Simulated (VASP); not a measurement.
Write the native input for VASP 6.6.1 that does the following.

- Task: relaxation of cell and atoms
- Functional: LDA
- Potentials or basis: VASP PAW LDA potentials, release 64 (Mn_pv, S)
- Cutoff: 600 eV
- k mesh: 9 × 9 × 9
- Occupations: fermi-dirac, width 0.05 eV
- Spin: collinear spin, ferromagnetic start
- Starting moments: [4.0, 0.0] μB
- Hubbard terms: Mn d U = 5.0 eV
- Dipole correction: no
- Further INCAR settings: ALGO = Normal; EDIFF = 1e-06; IBRION = 2; EDIFFG = -0.01; NSW = 60; ISIF = 3

The structure of MnS lies in POSCAR:

```
MnS
1.0
    0.0000000000      2.6045000000      2.6045000000
    2.6045000000      0.0000000000      2.6045000000
    2.6045000000      2.6045000000      0.0000000000
Mn S
1 1
Direct
    0.0000000000      0.0000000000      0.0000000000
    0.5000000000      0.5000000000      0.5000000000
```

These files were run (other wordings do the same):

INCAR

```
SYSTEM = MnS
PREC     = Accurate       ! precision mode
ENCUT    = 600            ! plane-wave cutoff, eV
EDIFF    = 1E-6           ! SCF threshold, eV
ISMEAR   = -1             ! smearing method
SIGMA    = 0.05           ! smearing width, eV
LREAL    = .False.        ! projectors in reciprocal space
LASPH    = .True.         ! aspherical terms in the spheres
NELM     = 150            ! most SCF steps
ALGO     = Normal         ! electronic algorithm
ISIF     = 3              ! what is computed and relaxed
LWAVE    = .False.        ! write WAVECAR
LCHARG   = .False.        ! write CHGCAR
ISPIN    = 2              ! spin polarisation
MAGMOM   = 4 0            ! initial moments
LORBIT   = 11             ! projections on sites
LMAXMIX  = 4              ! l up to which the mixer works
LDAU     = .True.         ! DFT+U
LDAUTYPE = 2            
LDAUL    = 2 -1           ! shell
LDAUU    = 5 0            ! U, eV
LDAUJ    = 0 0          
LDAUPRINT= 1            
GGA      = CA             ! functional
IBRION   = 2              ! ionic algorithm
NSW      = 60             ! ionic steps
EDIFFG   = -0.01          ! ionic threshold
```

KPOINTS

```
Automatic mesh
0
Gamma
  9 9 9
  0 0 0
```

Potentials or basis: VASP PAW LDA potentials, release 64 (Mn_pv, S).

Command:

```sh
$ cat potpaw_LDA.64/Mn_pv/POTCAR potpaw_LDA.64/S/POTCAR > POTCAR
$ mpirun -np 1 vasp_std > vasp.out
```

It gave:

```
Relaxed volume                                        : 17.26 Å³/atom
Relaxed cell                                          : a = 3.655 Å, b = 3.655 Å, c = 3.655 Å, α = 60.00°, β = 60.00°, γ = 60.00°
Space group after relaxing (to 0.05 Å)                : Fm-3m (No. 225)
Energy gained by relaxing                             : 2.7 meV/atom
Ionic steps                                           : 3
Pressure after relaxing                               : 0.0 GPa
Band gap on the k mesh                                : 0.51 eV, indirect (least direct gap 2.61 eV)
Net moment                                            : 5.00 μB per cell
Site moments                                          : Mn +4.58; S +0.09 μB
Valence electrons inside the program's atomic spheres : Mn 11.33; S 3.77
```

Caveat: a cell with one magnetic atom can't hold antiferromagnetic order, which such compounds often take.

Run time: 2 min on 1 thread of Oxide Virtual Turin-like Processor (shared host), peak memory 0.15 GiB.
